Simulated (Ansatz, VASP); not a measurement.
**Mg: VASP beside Ansatz**

```
Mg
1.0
     5.69023    0.00000    0.00000
     0.00000    5.69023    0.00000
     0.00000    0.00000    5.69023
Mg
8
Direct
  0.00000 0.00000 0.00000
  0.50000 0.50000 0.50000
  0.25000 0.00000 0.50000
  0.75000 0.00000 0.50000
  0.50000 0.25000 0.00000
  0.50000 0.75000 0.00000
  0.00000 0.50000 0.25000
  0.00000 0.50000 0.75000
```

Alike in both runs: functional PBEsol; k mesh 5 × 5 × 5; occupations fermi-dirac, width 0.1 eV; no spin polarisation.

Ansatz relaxed the structure, and its values are those at the end. VASP's run is a single point on that final structure, the one shown.

|  | VASP | Ansatz |
| --- | --- | --- |
| version | VASP 6.6.1 | Ansatz 0.2.0 |
| potentials or method | VASP PAW PBE potentials, release 64 (Mg), cutoff 520 eV | plane waves (420 eV) with PAW, scalar-relativistic |
| valence electrons in the cell | 16 | 80 |

Ansatz gave:

| Property | Result |
| --- | --- |
| pressure (GPa) | 0.0 |

Problem. What did VASP give for the same quantities?

Solution. Pressure (GPa): -0.1.

VASP's potentials were made for PBE, not for PBEsol, and Ansatz warns of the same on its side. The functional is the same, so the differences come from potentials, cutoffs and numerics. VASP's potentials hold 16 valence electrons a cell and Ansatz's 80, so a difference there can come from the potentials and not from the codes.
